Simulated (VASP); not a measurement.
# MgO (dsol) (Fm-3m) in VASP: relaxation of cell and atoms with PBEsol

Aim: the relaxation of cell and atoms of MgO (dsol) with PBEsol.

All numbers are computed with VASP 6.6.1; they aren't measurements. Logs are shortened: lines on timing, memory, paths and dates and some standing lists are left out, and cuts for length are marked.

## (1) The cell of the first run

It takes space group Fm-3m (No. 225, cubic). Conventional cell: a = 4.249 Å, b = 4.249 Å, c = 4.249 Å, α = 90.00°, β = 90.00°, γ = 90.00°. Mg (site symmetry m-3m) has 6 O at 2.12 Å within 2.8 Å. Within 2.8 Å of O (site symmetry m-3m) lie 6 Mg at 2.12 Å.

## (2) Relaxation of cell and atoms, PBEsol

The input, INCAR:

```
SYSTEM = MgO
PREC = Accurate
ENCUT = 600
EDIFF = 1E-7
ISMEAR = 0
SIGMA = 0.02
LREAL = .FALSE.
LASPH = .TRUE.
NELM = 80
ALGO = Normal
ISIF = 3
LWAVE = .FALSE.
LCHARG = .FALSE.
GGA = PS
IBRION = 2
NSW = 100
EDIFFG = -0.002
```

The input, KPOINTS:

```
Automatic mesh
0
G
  8 8 8
  0 0 0
```

The input, POSCAR:

```
MgO
1.0
    0.0000000000      2.1245000000      2.1245000000
    2.1245000000      0.0000000000      2.1245000000
    2.1245000000      2.1245000000      0.0000000000
Mg O
1 1
Direct
    0.0000000000      0.0000000000      0.0000000000
    0.5000000000      0.5000000000      0.5000000000
```

Potentials or basis: VASP PAW PBE potentials, release 64 (Mg, O).

Started as:

```bash
cat potpaw_PBE.64/Mg/POTCAR potpaw_PBE.64/O/POTCAR > POTCAR
mpirun -np 1 vasp_std > vasp.out
```

OUTCAR:

```text
SYSTEM = MgO
   PREC = Accurate
   ENCUT = 600
   EDIFF = 1E-7
   ISMEAR = 0
   LREAL = .FALSE.
   LASPH = .TRUE.
   NELM = 80
   ISIF = 3
   GGA = PS
   IBRION = 2
   NSW = 100
   EDIFFG = -0.002

 ion  position               nearest neighbor table
   1  0.000  0.000  0.000-   2 2.12   2 2.12   2 2.12   2 2.12   2 2.12   2 2.12
   2  0.500  0.500  0.500-   1 2.12   1 2.12   1 2.12   1 2.12   1 2.12   1 2.12

  LATTYP: Found a face centered cubic cell.
 ALAT       =     4.2490000000

  Lattice vectors:

 A1 = (   0.0000000000,   2.1245000000,   2.1245000000)
 A2 = (   2.1245000000,   0.0000000000,   2.1245000000)
 A3 = (   2.1245000000,   2.1245000000,   0.0000000000)

Analysis of symmetry for initial positions (statically):
=====================================================================
 Subroutine PRICEL returns:
 Original cell was already a primitive cell.

 Routine SETGRP: Setting up the symmetry group for a
 face centered cubic supercell.

 Subroutine GETGRP returns: Found 48 space group operations
 (whereof 48 operations were pure point group operations)
 out of a pool of 48 trial point group operations.

The static configuration has the point symmetry O_h .

Analysis of symmetry for dynamics (positions and initial velocities):
=====================================================================
 Subroutine PRICEL returns:
 Original cell was already a primitive cell.

 Routine SETGRP: Setting up the symmetry group for a
 face centered cubic supercell.

 Subroutine GETGRP returns: Found 48 space group operations
 (whereof 48 operations were pure point group operations)
 out of a pool of 48 trial point group operations.

The dynamic configuration has the point symmetry O_h .

 Subroutine INISYM returns: Found 48 space group operations
 (whereof 48 operations are pure point group operations),
 and found     1 'primitive' translations

----------------------------------------------------------------------------------------

                                     Primitive cell

  volume of cell :      19.1779

  direct lattice vectors                    reciprocal lattice vectors
     0.000000000  2.124500000  2.124500000    -0.235349494  0.235349494  0.235349494
     2.124500000  0.000000000  2.124500000     0.235349494 -0.235349494  0.235349494
     2.124500000  2.124500000  0.000000000     0.235349494  0.235349494 -0.235349494

  length of vectors
     3.004496713  3.004496713  3.004496713     0.407637281  0.407637281  0.407637281

  position of ions in fractional coordinates (direct lattice)
     0.000000000  0.000000000  0.000000000
     0.500000000  0.500000000  0.500000000

  ion indices of the primitive-cell ions
   primitive index   ion index
                 1           1
                 2           2

----------------------------------------------------------------------------------------

 KPOINTS: Automatic mesh

Automatic generation of k-mesh.
 Grid dimensions read from file:
 generate k-points for:    8    8    8

 Generating k-lattice:

  Cartesian coordinates                     Fractional coordinates (reciprocal lattice)
    -0.029418687  0.029418687  0.029418687     0.125000000  0.000000000  0.000000000
     0.029418687 -0.029418687  0.029418687     0.000000000  0.125000000  0.000000000
     0.029418687  0.029418687 -0.029418687     0.000000000  0.000000000  0.125000000

  Length of vectors
     0.050954660  0.050954660  0.050954660

  Shift w.r.t. Gamma in fractional coordinates (k-lattice)
     0.000000000  0.000000000  0.000000000

 Subroutine IBZKPT returns following result:
 ===========================================

 Found     29 irreducible k-points:

 Following reciprocal coordinates:
            Coordinates               Weight
  0.000000  0.000000  0.000000      1.000000
  0.125000  0.000000  0.000000      8.000000
  0.250000  0.000000  0.000000      8.000000
  0.375000  0.000000  0.000000      8.000000
  0.500000  0.000000  0.000000      4.000000
  0.125000  0.125000  0.000000      6.000000
[... 16 lines left out ...]
  0.500000  0.250000  0.125000     48.000000
 -0.375000  0.250000  0.125000     24.000000
 [... further k-points ...]
   k-points           NKPTS =     29   k-points in BZ     NKDIM =     29   number of bands    NBANDS=      8
   number of dos      NEDOS =    301   number of ions     NIONS =      2
   total plane-waves  NPLWV =  13824
   dimension x,y,z NGX =    24 NGY =   24 NGZ =   24
   dimension x,y,z NGXF=    48 NGYF=   48 NGZF=   48
   ions per type =               1   1
   NGX,Y,Z   is equivalent  to a cutoff of  13.28, 13.28, 13.28 a.u.
   NGXF,Y,Z  is equivalent  to a cutoff of  26.56, 26.56, 26.56 a.u.
 SYSTEM =  MgO
   PREC   = accura    normal or accurate (medium, high low for compatibility)
   ISTART =      0    job   : 0-new  1-cont  2-samecut
   ICHARG =      2    charge: 1-file 2-atom 10-const
   ISPIN  =      1    spin polarized calculation?
   LNONCOLLINEAR =      F non collinear calculations
   LSORBIT =      F    spin-orbit coupling
   LASPH  =      T    aspherical Exc in radial PAW
   ENCUT  =  600.0 eV  44.10 Ry    6.64 a.u.   6.00  6.00  6.00*2*pi/ulx,y,z
   NELM   =     80;   NELMIN=  2; NELMDL= -5     # of ELM steps
   EDIFF  = 0.1E-06   stopping-criterion for ELM
   LREAL  =      F    real-space projection
   EDIFFG = -.2E-02   stopping-criterion for IOM
   NSW    =    100    number of steps for IOM
   IBRION =      2    ionic relax: 0-MD 1-quasi-New 2-CG
   NFREE  =      1    steps in history (QN), initial steepest desc. (CG)
   ISIF   =      3    stress and relaxation
   ISYM   =      2    0-nonsym 1-usesym 2-fastsym
   POTIM  = 0.5000    time-step for ionic-motion
   TEBEG  =    0.0;   TEEND  =   0.0 temperature during run
   PSTRESS=    0.0 pullay stress
   NELECT =       8.0000    total number of electrons
   NUPDOWN=      -1.0000    fix difference up-down
   EMIN   =  10.00;   EMAX   =-10.00  energy-range for DOS
   EFERMI =   0.00;   METHOD = LEGACY
   ISMEAR =     0;   SIGMA  =   0.02  broadening in eV -4-tet -1-fermi 0-gaus
   EFERMI_NEDOS =   21; number of points for ismear=-14 and -15
   IALGO  =     38    algorithm
   IMIX   =      4    mixing-type and parameters
     AMIX     =   0.40;   BMIX     =  1.00
     AMIX_MAG =   1.60;   BMIX_MAG =  1.00
  volume/ion in A,a.u.               =       9.59        64.71
  Fermi-wavevector in a.u.,A,eV,Ry     =   1.223221  2.311552 20.357968  1.496268
  Thomas-Fermi vector in A             =   2.358339
   LORBIT       =      0    0 simple, 1 ext, 2 COOP (PROOUT), +10 PAW based schemes
   GGA     = PS    functional components
   LHFCALC =     F    Hartree Fock is set to
   AEXX    =    0.0000 exact exchange contribution
   IVDW    =     0    specifies the selected vdW correction
   LEPSILON=     F    determine dielectric tensor
   LRPA    =     F    only Hartree local field effects (RPA)
 conjugate gradient relaxation of ions
 non-spin polarized calculation
 Gauss-broadening in eV      SIGMA  =   0.02
  energy-cutoff  :      600.00
  volume of cell :       19.18
 maximum number of plane-waves:       652
   NGX = 13   NGY = 13   NGZ = 13

--------------------------------------- Ionic step        1  -------------------------------------------

 number of electron       8.0000004 magnetization

 Free energy of the ion-electron system (eV)
  ---------------------------------------------------
  ext. energy  EPLUGINS =         0.00000000
  ---------------------------------------------------
  free energy    TOTEN  =       -12.50868381 eV

  energy without entropy =      -12.50868381  energy(sigma->0) =      -12.50868381

------------------------ aborting loop because EDIFF is reached ----------------------------------------

  FORCE on cell =-STRESS in cart. coord.  units (eV):
  Direction    XX          YY          ZZ          XY          YZ          ZX
  --------------------------------------------------------------------------------------
  -------------------------------------------------------------------------------------
  Total       -0.5304725     -0.5304725     -0.5304725      0.0000000      0.0000000      0.0000000
  in kB      -44.3173002    -44.3173002    -44.3173002      0.0000000      0.0000000      0.0000000
  external PRESSURE =     -44.3173002 kB  Pullay stress =       0.0000000 kB
[... 57 lines left out ...]
  energy  without entropy=      -12.5157396529  energy(sigma->0) =      -12.51573965

--------------------------------------- Ionic step        3  -------------------------------------------

 number of electron       8.0000004 magnetization

 Free energy of the ion-electron system (eV)
  ---------------------------------------------------
  ext. energy  EPLUGINS =         0.00000000
  ---------------------------------------------------
  free energy    TOTEN  =       -12.51655110 eV

  energy without entropy =      -12.51655110  energy(sigma->0) =      -12.51655110

 E-fermi :   3.2779     XC(G=0): -11.3252

 val. band max:        3.0887324098   @ k =   0.0000   0.0000   0.0000
 cond. band min:       7.7555111588   @ k =   0.0000   0.0000   0.0000
 fundamental gap:      4.6667787490
 Fermi energy:         3.2779264739

 k-point     1 :       0.0000    0.0000    0.0000
  band No.  band energies     occupation
      1     -14.1324      2.00000
      2       3.0887      2.00000
      3       3.0887      2.00000
      4       3.0887      2.00000
      5       7.7555      0.00000
      6      18.7411      0.00000
      7      18.7411      0.00000
      8      18.7411      0.00000
[... 243 lines left out ...]
 k-point    24 :      -0.3750    0.2500    0.1250
  band No.  band energies     occupation
      1     -12.6553      2.00000
      2      -0.9813      2.00000
      3       1.1138      2.00000
      4       2.0835      2.00000
      5      12.6431      0.00000
      6      15.1984      0.00000
      7      16.5036      0.00000
      8      19.8996      0.00000

 [... further k-points ...]
[... 5 lines left out ...]
  --------------------------------------------------------------------------------------
  -------------------------------------------------------------------------------------
  Total        0.0006771      0.0006771      0.0006771     -0.0000000     -0.0000000      0.0000000
  in kB        0.0582550      0.0582550      0.0582550     -0.0000000     -0.0000000      0.0000000
  external PRESSURE =       0.0582550 kB  Pullay stress =       0.0000000 kB
[... 17 lines left out ...]
  FREE ENERGIE OF THE ION-ELECTRON SYSTEM (eV)
  ---------------------------------------------------
  free  energy   TOTEN  =       -12.5165510992 eV

  energy  without entropy=      -12.5165510992  energy(sigma->0) =      -12.51655110

 reached required accuracy - stopping structural energy minimisation
```

Wall time 26 s (1 thread of AMD EPYC 7R13, shared host); peak memory 0.12 GiB.

Results:

```
Free energy                            : -12.5166 eV
Relaxed volume                         : 9.31 Å³/atom
Relaxed cell                           : a = 2.975 Å, b = 2.975 Å, c = 2.975 Å, α = 60.00°, β = 60.00°, γ = 60.00°
Space group after relaxing (to 0.05 Å) : Fm-3m (No. 225)
Energy gained by relaxing              : 3.9 meV/atom
Ionic steps                            : 3
Pressure after relaxing                : 0.0 GPa
Band gap on the k mesh                 : 4.67 eV, direct
```

Step by step:
```tsv
step	energy change (eV)	largest force (eV/Å)	pressure (GPa)	volume (Å³)
1	0.0000	0.0000	-4.43	19.18
2	-0.0071	0.0000	1.52	18.45
3	-0.0079	0.0000	0.01	18.62
```

Final structure:
```
Mg O
1.0
     0.00000    2.10381    2.10381
     2.10381    0.00000    2.10381
     2.10381    2.10381    0.00000
Mg O
1 1
Direct
  0.00000 0.00000 0.00000
  0.50000 0.50000 0.50000
```

Levels at points of the mesh, in eV from the valence-band top:
| k point | band 2 | band 3 | band 4 | band 5 | band 6 | band 7 |
| --- | --- | --- | --- | --- | --- | --- |
| (0.00, 0.00, 0.00) | 0.00 | 0.00 | 0.00 | 4.67 | 15.65 | 15.65 |
| (0.50, 0.00, 0.00) | -4.69 | -0.67 | -0.67 | 7.77 | 12.54 | 16.21 |
| (0.50, 0.50, 0.00) | -4.16 | -1.37 | -1.37 | 8.93 | 9.91 | 13.01 |

Caveat: the PAW data sets were made with another functional, which shifts forces and pressure a little.
